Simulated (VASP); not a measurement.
# Ti6HC4OF3 in VASP: single point with PBE

Aim: the single point of Ti6HC4OF3 with PBE.

Program: VASP 6.6.1. These are calculated values, not measurements. Logs are shortened: lines on timing, memory, paths and dates and some standing lists are left out, and cuts for length are marked.

## 1. The cell of the first run

The cell holds a sheet with vacuum, 30 atoms: a = 6.100 Å, b = 6.100 Å, c = 27.000 Å, α = 90.00°, β = 90.00°, γ = 120.00°.

## 2. Single point, PBE

INCAR

```
PREC     = Accurate       # precision mode
ENCUT    = 520            # plane-wave cutoff, eV
EDIFF    = 1E-7           # SCF threshold, eV
ISMEAR   = 0              # smearing method
SIGMA    = 0.05           # smearing width, eV
LREAL    = Auto         
LASPH    = True           # aspherical terms in the spheres
NELM     = 100            # most SCF steps
ALGO     = Normal         # electronic algorithm
ISIF     = 2              # what is computed and relaxed
LWAVE    = False          # write WAVECAR
LCHARG   = False          # write CHGCAR
LDIPOL   = True         
IDIPOL   = 3            
DIPOL    = 0.5 0.5 0.500
GGA      = PE             # functional
NBANDS   = 137            # bands
```

KPOINTS

```
regular mesh
0
Gamma
  5 5 1
```

POSCAR

```
Ti6HC4OF3
1.0
    6.1000000000      0.0000000000      0.0000000000
   -3.0500000000      5.2827549631      0.0000000000
    0.0000000000      0.0000000000     27.0000000000
Ti C F O H
12 8 6 2 2
Direct
    0.0000000000      0.0000000000      0.5000000000
    0.3333333333      0.1666666667      0.5862962963
    0.1666666667      0.3333333333      0.4137037037
    0.0000000000      0.5000000000      0.5000000000
    0.3333333333      0.6666666667      0.5862962963
    0.1666666667      0.8333333333      0.4137037037
    0.5000000000      0.0000000000      0.5000000000
    0.8333333333      0.1666666667      0.5862962963
    0.6666666667      0.3333333333      0.4137037037
    0.5000000000      0.5000000000      0.5000000000
    0.8333333333      0.6666666667      0.5862962963
    0.6666666667      0.8333333333      0.4137037037
    0.1666666667      0.3333333333      0.5455555556
    0.3333333333      0.1666666667      0.4544444444
    0.1666666667      0.8333333333      0.5455555556
    0.3333333333      0.6666666667      0.4544444444
    0.6666666667      0.3333333333      0.5455555556
    0.8333333333      0.1666666667      0.4544444444
    0.6666666667      0.8333333333      0.5455555556
    0.8333333333      0.6666666667      0.4544444444
    0.0000000000      0.0000000000      0.6314814815
    0.0000000000      0.5000000000      0.6314814815
    0.0000000000      0.5000000000      0.3685185185
    0.5000000000      0.0000000000      0.6314814815
    0.5000000000      0.0000000000      0.3685185185
    0.5000000000      0.5000000000      0.3685185185
    0.0000000000      0.0000000000      0.3692592593
    0.5000000000      0.5000000000      0.6307407407
    0.0000000000      0.0000000000      0.3333333333
    0.5000000000      0.5000000000      0.6666666667
```

Potentials or basis: VASP PAW PBE potentials, release 64 (Ti_sv, C, F, O, H).

Started as:

```
cat potpaw_PBE.64/Ti_sv/POTCAR potpaw_PBE.64/C/POTCAR potpaw_PBE.64/F/POTCAR potpaw_PBE.64/O/POTCAR potpaw_PBE.64/H/POTCAR > POTCAR
mpirun -np 1 vasp_std > vasp.out
```

OUTCAR:

```text
PREC = Accurate
   ENCUT = 520
   EDIFF = 1E-7
   ISMEAR = 0
   LREAL = Auto
   LASPH = True
   NELM = 100
   ISIF = 2
   GGA = PE

 ion  position               nearest neighbor table
   1  0.000  0.000  0.500-  14 2.15  19 2.15  13 2.15  20 2.15  15 2.15  18 2.15   2 2.92  12 2.92
                            11 2.92   3 2.92   6 2.92   8 2.92
   2  0.333  0.167  0.586-  13 2.08  17 2.08  15 2.08  28 2.13  21 2.14  24 2.14   1 2.92  10 2.92
                             7 2.92
   3  0.167  0.333  0.414-  14 2.08  18 2.08  16 2.08  27 2.13  26 2.14  23 2.14  10 2.92   1 2.92
                             4 2.92
   4  0.000  0.500  0.500-  16 2.15  17 2.15  15 2.15  18 2.15  13 2.15  20 2.15   5 2.92   9 2.92
                             8 2.92   6 2.92   3 2.92  11 2.92
   5  0.333  0.667  0.586-  15 2.08  19 2.08  13 2.08  28 2.13  22 2.14  24 2.14   4 2.92   7 2.92
                            10 2.92
   6  0.167  0.833  0.414-  16 2.08  20 2.08  14 2.08  27 2.13  25 2.14  23 2.14   7 2.92   4 2.92
                             1 2.92
   7  0.500  0.000  0.500-  15 2.15  18 2.15  17 2.15  16 2.15  14 2.15  19 2.15   6 2.92   8 2.92
                             5 2.92   9 2.92   2 2.92  12 2.92
   8  0.833  0.167  0.586-  17 2.08  13 2.08  19 2.08  24 2.14  22 2.14  21 2.14   7 2.92   4 2.92
                             1 2.92
   9  0.667  0.333  0.414-  18 2.08  14 2.08  20 2.08  23 2.14  25 2.14  26 2.14   4 2.92   7 2.92
[... 6 lines left out ...]
                             7 2.92
  13  0.167  0.333  0.546-   2 2.08   8 2.08   5 2.08  10 2.15   1 2.15   4 2.15
  14  0.333  0.167  0.454-   3 2.08   9 2.08   6 2.08   1 2.15  10 2.15   7 2.15
  15  0.167  0.833  0.546-   5 2.08  11 2.08   2 2.08   7 2.15   4 2.15   1 2.15
  16  0.333  0.667  0.454-   6 2.08  12 2.08   3 2.08   4 2.15   7 2.15  10 2.15
  17  0.667  0.333  0.546-   8 2.08   2 2.08  11 2.08   4 2.15   7 2.15  10 2.15
  18  0.833  0.167  0.454-   9 2.08   3 2.08  12 2.08   7 2.15   4 2.15   1 2.15
  19  0.667  0.833  0.546-  11 2.08   5 2.08   8 2.08   1 2.15  10 2.15   7 2.15
  20  0.833  0.667  0.454-  12 2.08   6 2.08   9 2.08  10 2.15   1 2.15   4 2.15
  21  0.000  0.000  0.631-   2 2.14  11 2.14   8 2.14
  22  0.000  0.500  0.631-   5 2.14   8 2.14  11 2.14
  23  0.000  0.500  0.369-   9 2.14   6 2.14   3 2.14
  24  0.500  0.000  0.631-   8 2.14   5 2.14   2 2.14
  25  0.500  0.000  0.369-   6 2.14   9 2.14  12 2.14
  26  0.500  0.500  0.369-   3 2.14  12 2.14   9 2.14
  27  0.000  0.000  0.369-  29 0.97  12 2.13   3 2.13   6 2.13
  28  0.500  0.500  0.631-  30 0.97  11 2.13   2 2.13   5 2.13
  29  0.000  0.000  0.333-  27 0.97
  30  0.500  0.500  0.667-  28 0.97

  LATTYP: Found a hexagonal cell.
 ALAT       =     6.1000000000
 C/A-ratio  =     4.4262295082

  Lattice vectors:

 A1 = (   6.1000000000,   0.0000000000,   0.0000000000)
 A2 = (  -3.0500000000,   5.2827549631,   0.0000000000)
 A3 = (   0.0000000000,   0.0000000000,  27.0000000000)

Analysis of symmetry for initial positions (statically):
=====================================================================
 Subroutine PRICEL returns:
 Original cell was already a primitive cell.

 Routine SETGRP: Setting up the symmetry group for a
 hexagonal supercell.

 Subroutine GETGRP returns: Found  4 space group operations
 (whereof  2 operations were pure point group operations)
 out of a pool of 24 trial point group operations.

The static configuration has the point symmetry C_1h.
 The point group associated with its full space group is C_2h.

Analysis of symmetry for dynamics (positions and initial velocities):
=====================================================================
 Subroutine PRICEL returns:
 Original cell was already a primitive cell.

 Routine SETGRP: Setting up the symmetry group for a
 hexagonal supercell.

 Subroutine GETGRP returns: Found  4 space group operations
 (whereof  2 operations were pure point group operations)
 out of a pool of 24 trial point group operations.

The dynamic configuration has the point symmetry C_1h.
 The point group associated with its full space group is C_2h.

 Subroutine INISYM returns: Found  4 space group operations
 (whereof  2 operations are pure point group operations),
 and found     1 'primitive' translations

----------------------------------------------------------------------------------------

                                     Primitive cell

  volume of cell :     870.0697

  direct lattice vectors                    reciprocal lattice vectors
     6.100000000  0.000000000  0.000000000     0.163934426  0.094647585  0.000000000
    -3.050000000  5.282754963  0.000000000     0.000000000  0.189295170  0.000000000
     0.000000000  0.000000000 27.000000000     0.000000000  0.000000000  0.037037037

  length of vectors
     6.100000000  6.100000000 27.000000000     0.189295170  0.189295170  0.037037037

  position of ions in fractional coordinates (direct lattice)
     0.000000000  0.000000000  0.500000000
     0.333333333  0.166666667  0.586296296
     0.166666667  0.333333333  0.413703704
[... 73 lines left out ...]
     0.000000000  0.037859034  0.000000000     0.000000000  0.200000000  0.000000000
     0.000000000  0.000000000  0.037037037     0.000000000  0.000000000  1.000000000

  Length of vectors
     0.037859034  0.037859034  0.037037037

  Shift w.r.t. Gamma in fractional coordinates (k-lattice)
     0.000000000  0.000000000  0.000000000

 Subroutine IBZKPT returns following result:
 ===========================================

 Found      9 irreducible k-points:

 Following reciprocal coordinates:
            Coordinates               Weight
  0.000000  0.000000  0.000000      1.000000
  0.200000  0.000000  0.000000      4.000000
 -0.200000  0.200000  0.000000      2.000000
  0.400000  0.000000  0.000000      4.000000
 -0.400000  0.400000  0.000000      2.000000
  0.200000  0.200000  0.000000      2.000000
 -0.200000  0.400000  0.000000      4.000000
  0.400000  0.200000  0.000000      4.000000
  0.400000  0.400000  0.000000      2.000000
   k-points           NKPTS =      9   k-points in BZ     NKDIM =      9   number of bands    NBANDS=    137
   number of dos      NEDOS =    301   number of ions     NIONS =     30
   total plane-waves  NPLWV = 483840
   dimension x,y,z NGX =    48 NGY =   48 NGZ =  210
   dimension x,y,z NGXF=    96 NGYF=   96 NGZF=  420
   ions per type =              12   8   6   2   2
   NGX,Y,Z   is equivalent  to a cutoff of  13.08, 13.08, 12.93 a.u.
   NGXF,Y,Z  is equivalent  to a cutoff of  26.16, 26.16, 25.86 a.u.
 SYSTEM =  unknown system
   PREC   = accura    normal or accurate (medium, high low for compatibility)
   ISTART =      0    job   : 0-new  1-cont  2-samecut
   ICHARG =      2    charge: 1-file 2-atom 10-const
   ISPIN  =      1    spin polarized calculation?
   LNONCOLLINEAR =      F non collinear calculations
   LSORBIT =      F    spin-orbit coupling
   LASPH  =      T    aspherical Exc in radial PAW
   ENCUT  =  520.0 eV  38.22 Ry    6.18 a.u.  11.34 11.34 50.20*2*pi/ulx,y,z
   NELM   =    100;   NELMIN=  2; NELMDL= -5     # of ELM steps
   EDIFF  = 0.1E-06   stopping-criterion for ELM
   LREAL  =      T    real-space projection
   EDIFFG = 0.1E-05   stopping-criterion for IOM
   NSW    =      0    number of steps for IOM
   IBRION =     -1    ionic relax: 0-MD 1-quasi-New 2-CG
   NFREE  =      0    steps in history (QN), initial steepest desc. (CG)
   ISIF   =      2    stress and relaxation
   ISYM   =      2    0-nonsym 1-usesym 2-fastsym
   POTIM  = 0.5000    time-step for ionic-motion
   TEBEG  =    0.0;   TEEND  =   0.0 temperature during run
   PSTRESS=    0.0 pullay stress
   NELECT =     232.0000    total number of electrons
   NUPDOWN=      -1.0000    fix difference up-down
   EMIN   =  10.00;   EMAX   =-10.00  energy-range for DOS
   EFERMI =   0.00;   METHOD = LEGACY
   ISMEAR =     0;   SIGMA  =   0.05  broadening in eV -4-tet -1-fermi 0-gaus
   EFERMI_NEDOS =   21; number of points for ismear=-14 and -15
   IALGO  =     38    algorithm
   IMIX   =      4    mixing-type and parameters
     AMIX     =   0.40;   BMIX     =  1.00
     AMIX_MAG =   1.60;   BMIX_MAG =  1.00
  volume/ion in A,a.u.               =      29.00       195.72
  Fermi-wavevector in a.u.,A,eV,Ry     =   1.053706  1.991216 15.106500  1.110296
  Thomas-Fermi vector in A             =   2.188838
   LORBIT       =      0    0 simple, 1 ext, 2 COOP (PROOUT), +10 PAW based schemes
   GGA     = PE    functional components
   LHFCALC =     F    Hartree Fock is set to
   AEXX    =    0.0000 exact exchange contribution
   IVDW    =     0    specifies the selected vdW correction
   LEPSILON=     F    determine dielectric tensor
   LRPA    =     F    only Hartree local field effects (RPA)
 non-spin polarized calculation
 Gauss-broadening in eV      SIGMA  =   0.05
  energy-cutoff  :      520.00
  volume of cell :      870.07
 maximum number of plane-waves:     23466
 NGX is ok and might be reduce to    48
   NGX = 23   NGY = 23   NGZ =101

 number of electron     232.0000002 magnetization

 dipolmoment           0.000000      0.000000      0.000000 electrons x Angstroem

 Free energy of the ion-electron system (eV)
  ---------------------------------------------------
  ext. energy  EPLUGINS =         0.00000000
  ---------------------------------------------------
  free energy    TOTEN  =      -245.30108328 eV

  energy without entropy =     -245.29201342  energy(sigma->0) =     -245.29654835

 E-fermi :   1.0253     XC(G=0):  -4.4550

 val. band max:        0.9905346223   @ k =   0.4000   0.2000   0.0000
 cond. band min:       1.0741834909   @ k =   0.4000   0.2000   0.0000
 fundamental gap:      0.0836488685
 Fermi energy:         1.0253275926

 k-point     1 :       0.0000    0.0000    0.0000
  band No.  band energies     occupation
      1     -56.6947      2.00000
      2     -56.6930      2.00000
      3     -56.6454      2.00000
      4     -56.6452      2.00000
      5     -56.6240      2.00000
      6     -56.6238      2.00000
[... 1168 lines left out ...]
    127       2.2051      0.00000
    128       2.2442      0.00000
 [bands above 128 left out]

------------------------ aborting loop because EDIFF is reached ----------------------------------------

 vacuum level on the upper side and lower side of the slab       (xc-potential included)        -0.081        -0.081

  FORCE on cell =-STRESS in cart. coord.  units (eV):
  Direction    XX          YY          ZZ          XY          YZ          ZX
  --------------------------------------------------------------------------------------
  -------------------------------------------------------------------------------------
  Total       12.2747003     12.2789438     16.1948314      0.0036750     -0.0040843      0.0070744
  in kB       22.6030692     22.6108834     29.8217377      0.0067673     -0.0075209      0.0130271
  external PRESSURE =      25.0118967 kB  Pullay stress =       0.0000000 kB

 VOLUME and BASIS-vectors are now :
 -----------------------------------------------------------------------------
  energy-cutoff  :      520.00
  volume of cell :      870.07
      direct lattice vectors                 reciprocal lattice vectors
     6.100000000  0.000000000  0.000000000     0.163934426  0.094647585  0.000000000
    -3.050000000  5.282754963  0.000000000     0.000000000  0.189295170  0.000000000
     0.000000000  0.000000000 27.000000000     0.000000000  0.000000000  0.037037037

 POSITION                                       TOTAL-FORCE (eV/Angst)
 -----------------------------------------------------------------------------------
      0.00000      0.00000     13.50000        -0.000728      0.000421      0.006840
      1.52500      0.88046     15.83000         0.000410      0.172067     -0.748285
      0.00000      1.76092     11.17000        -0.000410     -0.172067      0.748285
     -1.52500      2.64138     13.50000        -0.001026     -0.001777      0.000000
     -0.00000      3.52184     15.83000         0.148702     -0.085853     -0.752257
     -1.52500      4.40230     11.17000        -0.148702      0.085853      0.752257
[... 22 lines left out ...]
      0.00000      0.00000      9.00000         0.000219     -0.000127     -0.177134
      1.52500      2.64138     18.00000        -0.000219      0.000127      0.177134
 -----------------------------------------------------------------------------------
    total drift:                                0.000000      0.000000      0.000000

  FREE ENERGIE OF THE ION-ELECTRON SYSTEM (eV)
  ---------------------------------------------------
  free  energy   TOTEN  =      -245.3010832807 eV

  energy  without entropy=     -245.2920134200  energy(sigma->0) =     -245.29654835

 vacuum level on the upper side and lower side of the slab         3.906         3.906
```

Wall time 77 min (1 thread of Intel Xeon Platinum 8488C (Sapphire Rapids), shared host); peak memory 1.4 GiB.

What came out:

| Item | Value |
| --- | --- |
| Free energy | -245.3011 eV |
| Largest force | 0.855 eV/Å |
| Band gap on the k mesh | zero (band 116 reaches 1.08 eV, above the bottom of band 117 at 0.96 eV) |

Forces in eV/Å, atoms in the order of the input:
```
Ti  -0.001  0.000  0.007
Ti   0.000  0.172 -0.748
Ti   0.000 -0.172  0.748
Ti  -0.001 -0.002  0.000
Ti   0.149 -0.086 -0.752
Ti  -0.149  0.086  0.752
Ti   0.001  0.002  0.000
Ti   0.000  0.000 -0.820
Ti   0.000  0.000  0.820
Ti   0.001  0.000 -0.007
Ti  -0.149 -0.086 -0.748
Ti   0.149  0.086  0.748
C   -0.050 -0.028  0.838
C    0.050  0.028 -0.838
C    0.000  0.000  0.791
C    0.000  0.000 -0.791
C    0.049 -0.028  0.853
C   -0.049  0.028 -0.853
C   -0.001  0.057  0.838
C    0.001 -0.057 -0.838
F   -0.006  0.003  0.754
F    0.002 -0.006  0.746
F   -0.006 -0.001 -0.746
F    0.006  0.001  0.746
F   -0.002  0.006 -0.746
F    0.006 -0.003 -0.754
O    0.001 -0.001 -0.761
O   -0.001  0.001  0.761
H    0.000  0.000 -0.177
H    0.000  0.000  0.177
```
